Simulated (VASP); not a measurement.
# Ni (Fm-3m) in VASP: single point with r2SCAN

Aim: the single point of Ni with r2SCAN.

Everything below comes from runs of VASP 6.6.1. Logs are shortened: lines on timing, memory, paths and dates and some standing lists are left out, and cuts for length are marked.

**1. The cell of the first run**

The structure is cubic, space group Fm-3m (No. 225). Conventional cell: a = 3.533 Å, b = 3.533 Å, c = 3.533 Å, α = 90.00°, β = 90.00°, γ = 90.00°. Within 3.3 Å of Ni (site symmetry m-3m) lie 12 Ni at 2.50 Å.

**2. Single point, r2SCAN, collinear spin, ferromagnetic start**

Contents of POSCAR:

```
Ni
1.0
   -1.7666800000     -1.7666800000     -3.5333600000
    1.7666800000     -1.7666800000      0.0000000000
   -1.7666800000     -1.7666800000      0.0000000000
Ni
2
Direct
    0.0000000000      0.0000000000      0.0000000000
    0.5000000000      0.5000000000      0.0000000000
```

Contents of INCAR.step1:

```
PREC = Accurate ; ENCUT = 520
ISMEAR = -1 ; SIGMA = 0.05
LREAL = F ; LASPH = T
NELM = 150 ; ISPIN = 2
MAGMOM = 2 2 ; LMAXMIX = 4
NBANDS = 21 ; ISYM = 0
GGA = PE ; ALGO = Normal
EDIFF = 1E-4 ; LWAVE = T
LCHARG = F
```

Contents of INCAR.step2:

```
PREC = Accurate ; ENCUT = 520
EDIFF = 1E-6 ; ISMEAR = -1
SIGMA = 0.05 ; LREAL = F
LASPH = T ; NELM = 150
ALGO = Normal ; ISIF = 2
LWAVE = F ; LCHARG = T
ISPIN = 2 ; MAGMOM = 2 2
LORBIT = 11 ; LMAXMIX = 4
METAGGA = R2SCAN ; LMIXTAU = T
LELF = T ; LVHAR = T
NBANDS = 21 ; ISYM = 0
ISTART = 1
```

Contents of KPOINTS:

```
Automatic mesh
0
Gamma
  8 11 13
```

Potentials or basis: VASP PAW PBE potentials, release 64 (Ni).

Command:

```sh
$ cat potpaw_PBE.64/Ni/POTCAR > POTCAR
$ cp INCAR.step1 INCAR
$ mpirun -np 1 vasp_std > vasp.out
$ cp INCAR.step2 INCAR
$ mpirun -np 1 vasp_std > vasp.out
```

OUTCAR:

```text
PREC = Accurate
   ENCUT = 520
   EDIFF = 1E-6
   ISMEAR = -1
   LREAL = F
   LASPH = T
   NELM = 150
   ISIF = 2
   ISPIN = 2
   LORBIT = 11
   METAGGA = R2SCAN
   ISYM = 0
   ISTART = 1

 ion  position               nearest neighbor table
   1  0.000  0.000  0.000-   2 2.50   2 2.50   2 2.50   2 2.50   2 2.50   2 2.50   2 2.50   2 2.50

   2  0.500  0.500  0.000-   1 2.50   1 2.50   1 2.50   1 2.50   1 2.50   1 2.50   1 2.50   1 2.50

IMPORTANT INFORMATION: All symmetrisations will be switched off!
NOSYMM: (Re-)initialisation of all symmetry stuff for point group C_1.

----------------------------------------------------------------------------------------

                                     Primitive cell

  volume of cell :      22.0564

  direct lattice vectors                    reciprocal lattice vectors
    -1.766680000 -1.766680000 -3.533360000     0.000000000  0.000000000 -0.283016732
     1.766680000 -1.766680000  0.000000000     0.283016732 -0.283016732  0.000000000
    -1.766680000 -1.766680000  0.000000000    -0.283016732 -0.283016732  0.283016732

  length of vectors
     4.327464539  2.498462816  2.498462816     0.283016732  0.400246101  0.490199359

  position of ions in fractional coordinates (direct lattice)
     0.000000000  0.000000000  0.000000000
     0.500000000  0.500000000  0.000000000

  ion indices of the primitive-cell ions
   primitive index   ion index
                 1           1
                 2           2

----------------------------------------------------------------------------------------

 KPOINTS: Automatic mesh

Automatic generation of k-mesh.
 Grid dimensions read from file:
 generate k-points for:    8   11   13

 Generating k-lattice:

  Cartesian coordinates                     Fractional coordinates (reciprocal lattice)
     0.000000000  0.000000000 -0.035377091     0.125000000  0.000000000  0.000000000
     0.025728794 -0.025728794  0.000000000     0.000000000  0.090909091  0.000000000
    -0.021770518 -0.021770518  0.021770518     0.000000000  0.000000000  0.076923077

  Length of vectors
     0.035377091  0.036386009  0.037707643

  Shift w.r.t. Gamma in fractional coordinates (k-lattice)
     0.000000000  0.000000000  0.000000000

 -----------------------------------------------------------------------------
|                                                                             |
|           W    W    AA    RRRRR   N    N  II  N    N   GGGG   !!!           |
|           W    W   A  A   R    R  NN   N  II  NN   N  G    G  !!!           |
|           W    W  A    A  R    R  N N  N  II  N N  N  G       !!!           |
|           W WW W  AAAAAA  RRRRR   N  N N  II  N  N N  G  GGG   !            |
|           WW  WW  A    A  R   R   N   NN  II  N   NN  G    G                |
|           W    W  A    A  R    R  N    N  II  N    N   GGGG   !!!           |
|                                                                             |
|     Your reciprocal lattice and k-lattice belong to different lattice       |
|     classes:                                                                |
|                                                                             |
|        The reciprocal lattice is simple tetragonal,                         |
|        whereas your k-lattice is simple monoclinic.                         |
|                                                                             |
|     Results are often still useful ...                                      |
|                                                                             |
 -----------------------------------------------------------------------------

 WARNING: IBZKPT: internal override: KBLOWUP is changed to .FALSE.
      ... skipping the blow-up phase ...

 Subroutine IBZKPT returns following result:
 ===========================================

 Found    573 irreducible k-points:

 Following reciprocal coordinates:
            Coordinates               Weight
  0.000000  0.000000  0.000000      1.000000
  0.125000  0.000000  0.000000      2.000000
  0.250000  0.000000  0.000000      2.000000
  0.375000  0.000000  0.000000      2.000000
  0.500000  0.000000  0.000000      1.000000
  0.000000  0.090909  0.000000      2.000000
[... 16 lines left out ...]
  0.125000  0.272727  0.000000      2.000000
  0.250000  0.272727  0.000000      2.000000
 [... further k-points ...]
   k-points           NKPTS =    573   k-points in BZ     NKDIM =    573   number of bands    NBANDS=     21
   number of dos      NEDOS =    301   number of ions     NIONS =      2
   total plane-waves  NPLWV =  12800
   dimension x,y,z NGX =    32 NGY =   20 NGZ =   20
   dimension x,y,z NGXF=    64 NGYF=   40 NGZF=   40
   ions per type =               2
   NGX,Y,Z   is equivalent  to a cutoff of  12.29, 13.31, 13.31 a.u.
   NGXF,Y,Z  is equivalent  to a cutoff of  24.59, 26.62, 26.62 a.u.
 SYSTEM =  unknown system
   PREC   = accura    normal or accurate (medium, high low for compatibility)
   ISTART =      1    job   : 0-new  1-cont  2-samecut
   ICHARG =      0    charge: 1-file 2-atom 10-const
   ISPIN  =      2    spin polarized calculation?
   LNONCOLLINEAR =      F non collinear calculations
   LSORBIT =      F    spin-orbit coupling
   LASPH  =      T    aspherical Exc in radial PAW
   ENCUT  =  520.0 eV  38.22 Ry    6.18 a.u.   8.05  4.65  4.65*2*pi/ulx,y,z
   NELM   =    150;   NELMIN=  2; NELMDL=  0     # of ELM steps
   EDIFF  = 0.1E-05   stopping-criterion for ELM
   LREAL  =      F    real-space projection
   EDIFFG = 0.1E-04   stopping-criterion for IOM
   NSW    =      0    number of steps for IOM
   IBRION =     -1    ionic relax: 0-MD 1-quasi-New 2-CG
   NFREE  =      0    steps in history (QN), initial steepest desc. (CG)
   ISIF   =      2    stress and relaxation
   ISYM   =      0    0-nonsym 1-usesym 2-fastsym
   POTIM  = 0.5000    time-step for ionic-motion
   TEBEG  =    0.0;   TEEND  =   0.0 temperature during run
   PSTRESS=    0.0 pullay stress
   NELECT =      20.0000    total number of electrons
   NUPDOWN=      -1.0000    fix difference up-down
   EMIN   =  10.00;   EMAX   =-10.00  energy-range for DOS
   EFERMI =   0.00;   METHOD = LEGACY
   ISMEAR =    -1;   SIGMA  =   0.05  broadening in eV -4-tet -1-fermi 0-gaus
   EFERMI_NEDOS =   21; number of points for ismear=-14 and -15
   IALGO  =     38    algorithm
   IMIX   =      4    mixing-type and parameters
     AMIX     =   0.40;   BMIX     =  1.00
     AMIX_MAG =   1.60;   BMIX_MAG =  1.00
  volume/ion in A,a.u.               =      11.03        74.42
  Fermi-wavevector in a.u.,A,eV,Ry     =   1.584554  2.994372 34.161646  2.510810
  Thomas-Fermi vector in A             =   2.684154
   LORBIT       =     11    0 simple, 1 ext, 2 COOP (PROOUT), +10 PAW based schemes
   METAGGA = R2SCAN    functional components
   LHFCALC =     F    Hartree Fock is set to
   AEXX    =    0.0000 exact exchange contribution
   IVDW    =     0    specifies the selected vdW correction
   LEPSILON=     F    determine dielectric tensor
   LRPA    =     F    only Hartree local field effects (RPA)
 spin polarized calculation
  energy-cutoff  :      520.00
  volume of cell :       22.06
 maximum number of plane-waves:       613
   NGX = 17   NGY =  9   NGZ =  9

 number of electron      19.9999987 magnetization       1.4648567

 Free energy of the ion-electron system (eV)
  ---------------------------------------------------
  ext. energy  EPLUGINS =         0.00000000
  ---------------------------------------------------
  free energy    TOTEN  =       -23.86461989 eV

  energy without entropy =      -23.84168143  energy(sigma->0) =      -23.85315066

 E-fermi :   9.1421     XC(G=0): -14.2941

 val. band max:        9.1364770779   @ k =  -0.2500   0.0000   0.1538
 cond. band min:       9.1427456391   @ k =   0.1250  -0.0909   0.4615
 fundamental gap:      0.0062685612
 Fermi energy:         9.1420821766

 spin component 1

 k-point     1 :       0.0000    0.0000    0.0000
  band No.  band energies     occupation
      1      -0.1767      1.00000
      2       4.1542      1.00000
      3       4.4833      1.00000
      4       6.2072      1.00000
      5       6.2137      1.00000
      6       6.2174      1.00000
[... 13 lines left out ...]
     20      37.5921      0.00000
     21      37.5935      0.00000

 k-point     2 :       0.1250    0.0000    0.0000
  band No.  band energies     occupation
      1       0.0322      1.00000
      2       4.1710      1.00000
      3       4.5445      1.00000
      4       6.1383      1.00000
      5       6.2681      1.00000
      6       6.2735      1.00000
[... 13 lines left out ...]
     20      35.8904      0.00000
     21      36.6040      0.00000

 k-point     3 :       0.2500    0.0000    0.0000
  band No.  band energies     occupation
      1       0.6447      1.00000
      2       4.1374      1.00000
      3       4.7205      1.00000
      4       5.9396      1.00000
      5       6.4331      1.00000
      6       6.4386      1.00000
[... 13 lines left out ...]
     20      33.4245      0.00000
     21      34.7113      0.00000
[... 457 lines left out ...]
 k-point    23 :       0.1250    0.2727    0.0000
  band No.  band energies     occupation
      1       1.8683      1.00000
      2       4.8305      1.00000
      3       5.1946      1.00000
      4       5.8536      1.00000
      5       6.3837      1.00000
      6       6.4713      1.00000
[... 13 lines left out ...]
     20      38.0534      0.00000
     21      39.6340      0.00000

 k-point    24 :       0.2500    0.2727    0.0000
  band No.  band energies     occupation
      1       2.3400      1.00000
      2       4.6846      1.00000
      3       5.4271      1.00000
      4       5.9563      1.00000
      5       6.2746      1.00000
      6       6.4605      1.00000
[... 13 lines left out ...]
     20      35.4765      0.00000
     21      40.2436      0.00000

 [... further k-points ...]

 spin component 2

 k-point     1 :       0.0000    0.0000    0.0000
  band No.  band energies     occupation
      1      -0.4351      1.00000
      2       4.5749      1.00000
      3       5.5473      1.00000
      4       7.5615      1.00000
      5       7.5635      1.00000
      6       7.5724      1.00000
[... 13 lines left out ...]
     20      37.7009      0.00000
     21      37.7018      0.00000

 k-point     2 :       0.1250    0.0000    0.0000
  band No.  band energies     occupation
      1      -0.2245      1.00000
      2       4.5619      1.00000
      3       5.6179      1.00000
      4       7.4855      1.00000
      5       7.6233      1.00000
      6       7.6241      1.00000
[... 13 lines left out ...]
     20      36.0721      0.00000
     21      36.6878      0.00000

 k-point     3 :       0.2500    0.0000    0.0000
  band No.  band energies     occupation
      1       0.3947      1.00000
      2       4.4050      1.00000
      3       5.8214      1.00000
      4       7.2495      1.00000
      5       7.7999      1.00000
      6       7.8005      1.00000
[... 13 lines left out ...]
     20      33.6542      0.00000
     21      34.7582      0.00000
[... 457 lines left out ...]
 k-point    23 :       0.1250    0.2727    0.0000
  band No.  band energies     occupation
      1       1.6575      1.00000
      2       5.4918      1.00000
      3       5.9666      1.00000
      4       7.0520      1.00000
      5       7.4173      1.00000
      6       7.6069      1.00000
[... 13 lines left out ...]
     20      38.2626      0.00000
     21      39.7326      0.00000

 k-point    24 :       0.2500    0.2727    0.0000
  band No.  band energies     occupation
      1       2.1780      1.00000
      2       5.3349      1.00000
      3       6.1049      1.00000
      4       7.0534      1.00000
      5       7.2826      1.00000
      6       7.5506      1.00000
[... 13 lines left out ...]
     20      35.7234      0.00000
     21      40.4486      0.00000

 [... further k-points ...]

------------------------ aborting loop because EDIFF is reached ----------------------------------------

  FORCE on cell =-STRESS in cart. coord.  units (eV):
  Direction    XX          YY          ZZ          XY          YZ          ZX
  --------------------------------------------------------------------------------------
  -------------------------------------------------------------------------------------
  Total       -1.2304457     -1.2304458     -1.2115296     -0.0424835     -0.0001587     -0.0001576
  in kB      -89.3797956    -89.3798039    -88.0057297     -3.0860058     -0.0115275     -0.0114486
  external PRESSURE =     -88.9217764 kB  Pullay stress =       0.0000000 kB

 VOLUME and BASIS-vectors are now :
 -----------------------------------------------------------------------------
  energy-cutoff  :      520.00
  volume of cell :       22.06
      direct lattice vectors                 reciprocal lattice vectors
    -1.766680000 -1.766680000 -3.533360000     0.000000000  0.000000000 -0.283016732
     1.766680000 -1.766680000  0.000000000     0.283016732 -0.283016732  0.000000000
    -1.766680000 -1.766680000  0.000000000    -0.283016732 -0.283016732  0.283016732

 POSITION                                       TOTAL-FORCE (eV/Angst)
 -----------------------------------------------------------------------------------
      0.00000      0.00000      0.00000        -0.000000     -0.000000      0.000000
      0.00000     -1.76668     -1.76668         0.000000      0.000000     -0.000000
 -----------------------------------------------------------------------------------
    total drift:                               -0.000001      0.000000      0.000000

  FREE ENERGIE OF THE ION-ELECTRON SYSTEM (eV)
  ---------------------------------------------------
  free  energy   TOTEN  =       -23.8646198935 eV

  energy  without entropy=      -23.8416814340  energy(sigma->0) =      -23.85315066

 total charge

# of ion       s       p       d       tot
------------------------------------------
    1        0.508   0.507   8.305   9.320
    2        0.508   0.507   8.305   9.320
--------------------------------------------------
tot          1.016   1.014  16.611  18.641

 magnetization (x)

# of ion       s       p       d       tot
------------------------------------------
    1       -0.010  -0.042   0.810   0.758
    2       -0.010  -0.042   0.810   0.758
--------------------------------------------------
tot         -0.020  -0.084   1.620   1.516
```

Wall time 34 min (1 thread of Oxide Virtual Turin-like, shared host); peak memory 0.41 GiB.

What came out:

```yaml
Free_energy: -23.8646 eV
Pressure: -8.9 GPa
Net_moment: 1.46 μB per cell
Site_moments: Ni +0.76 μB
Valence_electrons_inside_the_program's_atomic_spheres: Ni 9.32
```

Caveat: the cell stands under tension; the PAW data sets were made with another functional, which shifts forces and pressure a little.
